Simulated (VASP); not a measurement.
Here is a VASP 6.6.1 calculation.

Contents of INCAR:

```
SYSTEM = H
PREC = Accurate
ENCUT = 500
EDIFF = 1E-6
ISMEAR = 0
SIGMA = 0.02
LREAL = .FALSE.
LASPH = .TRUE.
NELM = 120
ALGO = Normal
ISIF = 2
LWAVE = .FALSE.
LCHARG = .FALSE.
GGA = PE
NBANDS = 10
GGA_COMPAT = .FALSE.
```

The input KPOINTS:

```
regular mesh
0
G
  6 6 6
  0 0 0
```

Contents of POSCAR:

```
H
1.0
    2.4874014007     -2.5773007813      0.0000000000
    2.4874014007      2.5773007813      0.0000000000
    0.0000000000      0.0000000000      3.8932260836
H
4
Direct
    0.9982608669      0.0017391331      0.0916814894
    0.4982608669      0.5017391331      0.4083185106
    0.5017391331      0.4982608669      0.5916814894
    0.0017391331      0.9982608669      0.9083185106
```

Potentials or basis: VASP PAW PBE potentials, release 64 (H).

Launch:

```sh
$ cat potpaw_PBE.64/H/POTCAR > POTCAR
$ mpirun -np 1 vasp_std > vasp.out
```

Problem. Estimate the band gap on the k mesh.

Solution. 9.25 eV.

Problem. Estimate the largest force.

Solution. 1.386 eV/Å.

Problem. What does it give for the pressure?

Solution. 2.1 GPa.

Forces in eV/Å, atoms in the order of the input:
```
H    0.000  0.035  1.386
H    0.000  0.035 -1.386
H    0.000 -0.035  1.386
H    0.000 -0.035 -1.386
```

Caveat: the cell differs from its parent crystal (strained); forces of over 1 eV/Å act on the atoms, so gaps and moduli don't describe the material at rest. A k mesh can miss the band edges.
